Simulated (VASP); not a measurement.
# CrB2 (P6/mmm) in VASP: single point with LDA

Aim: the single point of CrB2 with LDA.

Everything below comes from runs of VASP 6.6.1. Logs are shortened: lines on timing, memory, paths and dates and some standing lists are left out, and cuts for length are marked.

## (1) The cell of the first run

It takes space group P6/mmm (No. 191, hexagonal). The conventional cell has a = 3.047 Å, b = 3.047 Å, c = 3.150 Å, α = 90.00°, β = 90.00°, γ = 120.00°. Cr (site symmetry 6/mmm) has 12 B at 2.36 Å and 6 Cr at 3.05 Å within 3.1 Å. Within 2.3 Å of B (site symmetry -6m2) lie 3 B at 1.76 Å.

## (2) Single point, LDA, collinear spin, ferromagnetic start

INCAR reads:

```
  PREC = Accurate
  ENCUT = 520
  EDIFF = 1E-6
  ISMEAR = -1
  SIGMA = 0.1
  LREAL = F
  LASPH = T
  NELM = 150
  ALGO = Normal
  ISIF = 2
  LWAVE = F
  LCHARG = T
  ISPIN = 2
  MAGMOM = 3 0 0
  LORBIT = 11
  LMAXMIX = 4
  LELF = T
  LVHAR = T
  NBANDS = 20
```

KPOINTS reads:

```
regular mesh
0
Gamma
  13 13 11
```

POSCAR reads:

```
CrB2
1.0
    3.0471771370      0.0000000000      0.0000000000
   -1.5235885685      2.6389323495      0.0000000000
    0.0000000000      0.0000000000      3.1497756938
Cr B
1 2
Direct
    0.0000000000      0.0000000000      0.0000000000
    0.3333333333      0.6666666667      0.5000000000
    0.6666666667      0.3333333333      0.5000000000
```

Potentials or basis: VASP PAW LDA potentials, release 64 (Cr_pv, B).

Launch:

```sh
> cat potpaw_LDA.64/Cr_pv/POTCAR potpaw_LDA.64/B/POTCAR > POTCAR
> mpirun -np 1 vasp_std > vasp.out
```

OUTCAR:

```text
PREC = Accurate
   ENCUT = 520
   EDIFF = 1E-6
   ISMEAR = -1
   LREAL = F
   LASPH = T
   NELM = 150
   ISIF = 2
   ISPIN = 2
   LORBIT = 11

 ion  position               nearest neighbor table
   1  0.000  0.000  0.000-   2 2.36   2 2.36   3 2.36   3 2.36   2 2.36   3 2.36   2 2.36   3 2.36
                             3 2.36   3 2.36   2 2.36   2 2.36
   2  0.333  0.667  0.500-   3 1.76   3 1.76   3 1.76   1 2.36   1 2.36   1 2.36   1 2.36   1 2.36
                             1 2.36
   3  0.667  0.333  0.500-   2 1.76   2 1.76   2 1.76   1 2.36   1 2.36   1 2.36   1 2.36   1 2.36
                             1 2.36

  LATTYP: Found a hexagonal cell.
 ALAT       =     3.0471771370
 C/A-ratio  =     1.0336700337

  Lattice vectors:

 A1 = (   3.0471771370,   0.0000000000,   0.0000000000)
 A2 = (  -1.5235885685,   2.6389323495,   0.0000000000)
 A3 = (   0.0000000000,   0.0000000000,   3.1497756938)

Analysis of symmetry for initial positions (statically):
=====================================================================
 Subroutine PRICEL returns:
 Original cell was already a primitive cell.

 Routine SETGRP: Setting up the symmetry group for a
 hexagonal supercell.

 Subroutine GETGRP returns: Found 24 space group operations
 (whereof 24 operations were pure point group operations)
 out of a pool of 24 trial point group operations.

The static configuration has the point symmetry D_6h.

Analysis of symmetry for dynamics (positions and initial velocities):
=====================================================================
 Subroutine PRICEL returns:
 Original cell was already a primitive cell.

 Routine SETGRP: Setting up the symmetry group for a
 hexagonal supercell.

 Subroutine GETGRP returns: Found 24 space group operations
 (whereof 24 operations were pure point group operations)
 out of a pool of 24 trial point group operations.

The dynamic configuration has the point symmetry D_6h.

Analysis of structural, dynamic, and magnetic symmetry:
=====================================================================
 Subroutine PRICEL returns:
 Original cell was already a primitive cell.

 Routine SETGRP: Setting up the symmetry group for a
 hexagonal supercell.

 Subroutine GETGRP returns: Found 24 space group operations
 (whereof 24 operations were pure point group operations)
 out of a pool of 24 trial point group operations.

The overall configuration has the point symmetry D_6h.

 Subroutine INISYM returns: Found 24 space group operations
 (whereof 24 operations are pure point group operations),
 and found     1 'primitive' translations

----------------------------------------------------------------------------------------

                                     Primitive cell

  volume of cell :      25.3283

  direct lattice vectors                    reciprocal lattice vectors
     3.047177137  0.000000000  0.000000000     0.328172586  0.189470564  0.000000000
    -1.523588568  2.638932350  0.000000000     0.000000000  0.378941128  0.000000000
     0.000000000  0.000000000  3.149775694     0.000000000  0.000000000  0.317482925

  length of vectors
     3.047177137  3.047176738  3.149775694     0.378941078  0.378941128  0.317482925

  position of ions in fractional coordinates (direct lattice)
     0.000000000  0.000000000  0.000000000
     0.333333333  0.666666667  0.500000000
     0.666666667  0.333333333  0.500000000

  ion indices of the primitive-cell ions
   primitive index   ion index
                 1           1
                 2           2
                 3           3

----------------------------------------------------------------------------------------

 KPOINTS: regular mesh

Automatic generation of k-mesh.
 Grid dimensions read from file:
 generate k-points for:   13   13   11

 Generating k-lattice:

  Cartesian coordinates                     Fractional coordinates (reciprocal lattice)
     0.025244045  0.014574659  0.000000000     0.076923077  0.000000000  0.000000000
     0.000000000  0.029149318  0.000000000     0.000000000  0.076923077  0.000000000
     0.000000000  0.000000000  0.028862084     0.000000000  0.000000000  0.090909091

  Length of vectors
     0.029149314  0.029149318  0.028862084

  Shift w.r.t. Gamma in fractional coordinates (k-lattice)
     0.000000000  0.000000000  0.000000000

 Subroutine IBZKPT returns following result:
 ===========================================

 Found    126 irreducible k-points:

 Following reciprocal coordinates:
            Coordinates               Weight
  0.000000  0.000000  0.000000      1.000000
  0.076923  0.000000  0.000000      6.000000
  0.153846  0.000000  0.000000      6.000000
  0.230769  0.000000  0.000000      6.000000
  0.307692  0.000000  0.000000      6.000000
  0.384615  0.000000  0.000000      6.000000
[... 16 lines left out ...]
  0.076923  0.000000  0.090909     12.000000
  0.153846  0.000000  0.090909     12.000000
 [... further k-points ...]
   k-points           NKPTS =    126   k-points in BZ     NKDIM =    126   number of bands    NBANDS=     20
   number of dos      NEDOS =    301   number of ions     NIONS =      3
   total plane-waves  NPLWV =  13824
   dimension x,y,z NGX =    24 NGY =   24 NGZ =   24
   dimension x,y,z NGXF=    48 NGYF=   48 NGZF=   48
   ions per type =               1   2
   NGX,Y,Z   is equivalent  to a cutoff of  13.09, 13.09, 12.67 a.u.
   NGXF,Y,Z  is equivalent  to a cutoff of  26.19, 26.19, 25.33 a.u.
 SYSTEM =  unknown system
   PREC   = accura    normal or accurate (medium, high low for compatibility)
   ISTART =      0    job   : 0-new  1-cont  2-samecut
   ICHARG =      2    charge: 1-file 2-atom 10-const
   ISPIN  =      2    spin polarized calculation?
   LNONCOLLINEAR =      F non collinear calculations
   LSORBIT =      F    spin-orbit coupling
   LASPH  =      T    aspherical Exc in radial PAW
   ENCUT  =  520.0 eV  38.22 Ry    6.18 a.u.   5.67  5.67  5.86*2*pi/ulx,y,z
   NELM   =    150;   NELMIN=  2; NELMDL= -5     # of ELM steps
   EDIFF  = 0.1E-05   stopping-criterion for ELM
   LREAL  =      F    real-space projection
[... 7 lines left out ...]
   TEBEG  =    0.0;   TEEND  =   0.0 temperature during run
   PSTRESS=    0.0 pullay stress
   NELECT =      18.0000    total number of electrons
   NUPDOWN=      -1.0000    fix difference up-down
   EMIN   =  10.00;   EMAX   =-10.00  energy-range for DOS
   EFERMI =   0.00;   METHOD = LEGACY
   ISMEAR =    -1;   SIGMA  =   0.10  broadening in eV -4-tet -1-fermi 0-gaus
   EFERMI_NEDOS =   21; number of points for ismear=-14 and -15
   IALGO  =     38    algorithm
   IMIX   =      4    mixing-type and parameters
     AMIX     =   0.40;   BMIX     =  1.00
     AMIX_MAG =   1.60;   BMIX_MAG =  1.00
  volume/ion in A,a.u.               =       8.44        56.97
  Fermi-wavevector in a.u.,A,eV,Ry     =   1.460934  2.760764 29.039281  2.134327
  Thomas-Fermi vector in A             =   2.577325
   LORBIT       =     11    0 simple, 1 ext, 2 COOP (PROOUT), +10 PAW based schemes
   GGA     = CA    functional components
   LHFCALC =     F    Hartree Fock is set to
   AEXX    =    0.0000 exact exchange contribution
   IVDW    =     0    specifies the selected vdW correction
   LEPSILON=     F    determine dielectric tensor
   LRPA    =     F    only Hartree local field effects (RPA)
 spin polarized calculation
  energy-cutoff  :      520.00
  volume of cell :       25.33
 maximum number of plane-waves:       696
 NGX is ok and might be reduce to    24
   NGX = 11   NGY = 11   NGZ = 11

 number of electron      18.0000010 magnetization       1.0994356

 Free energy of the ion-electron system (eV)
  ---------------------------------------------------
  ext. energy  EPLUGINS =         0.00000000
  ---------------------------------------------------
  free energy    TOTEN  =       -26.27540015 eV

  energy without entropy =      -26.19196942  energy(sigma->0) =      -26.23368478

 E-fermi :   9.3483     XC(G=0): -13.0113

 val. band max:        9.3476164455   @ k =   0.4615   0.0000   0.2727
 cond. band min:       9.3483486419   @ k =   0.2308   0.0000   0.0909
 fundamental gap:      0.0007321964
 Fermi energy:         9.3483051174

 spin component 1

 k-point     1 :       0.0000    0.0000    0.0000
  band No.  band energies     occupation
      1     -34.2375      1.00000
      2     -34.1078      1.00000
      3     -34.1078      1.00000
      4      -4.6206      1.00000
      5       5.8558      1.00000
      6       5.8558      1.00000
[... 12 lines left out ...]
     19      25.3683      0.00000
     20      29.3260      0.00000
[... 507 lines left out ...]
 k-point    24 :       0.1538    0.0000    0.0909
  band No.  band energies     occupation
      1     -34.2391      1.00000
      2     -34.1352      1.00000
      3     -34.1141      1.00000
      4      -4.0907      1.00000
      5       4.9390      1.00000
      6       5.4442      1.00000
[... 12 lines left out ...]
     19      26.1622      0.00000
     20      28.0548      0.00000

 [... further k-points ...]

 spin component 2

 k-point     1 :       0.0000    0.0000    0.0000
  band No.  band energies     occupation
      1     -33.0957      1.00000
      2     -33.0957      1.00000
      3     -33.0955      1.00000
      4      -4.5518      1.00000
      5       6.2083      1.00000
      6       6.2083      1.00000
[... 12 lines left out ...]
     19      25.8269      0.00000
     20      29.3877      0.00000
[... 507 lines left out ...]
 k-point    24 :       0.1538    0.0000    0.0909
  band No.  band energies     occupation
      1     -33.1248      1.00000
      2     -33.1023      1.00000
      3     -33.0971      1.00000
      4      -4.0225      1.00000
      5       5.1800      1.00000
      6       5.7621      1.00000
[... 12 lines left out ...]
     19      26.5244      0.00000
     20      28.2595      0.00000

 [... further k-points ...]
[... 5 lines left out ...]
  --------------------------------------------------------------------------------------
  -------------------------------------------------------------------------------------
  Total       -5.3223385     -5.3223367     -5.4008523     -0.0000000      0.0000000      0.0000000
  in kB     -336.6723826   -336.6722650   -341.6388835     -0.0000000      0.0000000      0.0000000
  external PRESSURE =    -338.3278437 kB  Pullay stress =       0.0000000 kB

 VOLUME and BASIS-vectors are now :
 -----------------------------------------------------------------------------
  energy-cutoff  :      520.00
  volume of cell :       25.33
      direct lattice vectors                 reciprocal lattice vectors
     3.047177137  0.000000000  0.000000000     0.328172586  0.189470564  0.000000000
    -1.523588568  2.638932350  0.000000000     0.000000000  0.378941128  0.000000000
     0.000000000  0.000000000  3.149775694     0.000000000  0.000000000  0.317482925

 POSITION                                       TOTAL-FORCE (eV/Angst)
 -----------------------------------------------------------------------------------
      0.00000      0.00000      0.00000        -0.000000      0.000000      0.000000
     -0.00000      1.75929      1.57489         0.000000     -0.000000      0.000000
      1.52359      0.87964      1.57489        -0.000000      0.000000      0.000000
 -----------------------------------------------------------------------------------
    total drift:                               -0.000000      0.000000      0.000000

  FREE ENERGIE OF THE ION-ELECTRON SYSTEM (eV)
  ---------------------------------------------------
  free  energy   TOTEN  =       -26.2754001538 eV

  energy  without entropy=      -26.1919694153  energy(sigma->0) =      -26.23368478

 total charge

# of ion       s       p       d       tot
------------------------------------------
    1        0.251   6.299   4.296  10.847
    2        0.661   1.267   0.000   1.928
    3        0.661   1.267   0.000   1.928
--------------------------------------------------
tot          1.573   8.834   4.296  14.703

 magnetization (x)

# of ion       s       p       d       tot
------------------------------------------
    1        0.006   0.005   1.091   1.103
    2       -0.003  -0.012   0.000  -0.016
    3       -0.003  -0.012   0.000  -0.016
--------------------------------------------------
tot         -0.000  -0.019   1.091   1.071
```

Run time: 1.8 min. Hardware: 1 thread of AMD EPYC 7R13 (Zen 3), shared host; peak memory 0.17 GiB.

Results:

| Item | Value |
| --- | --- |
| Free energy | -26.2754 eV |
| Pressure | -33.8 GPa |
| Net moment | 1.10 μB per cell |
| Site moments | Cr +1.10; B -0.02 μB |
| Valence electrons inside the program's atomic spheres | Cr 10.85; B 1.93 |

Caveat: a cell with one magnetic atom can't hold antiferromagnetic order, which such compounds often take.
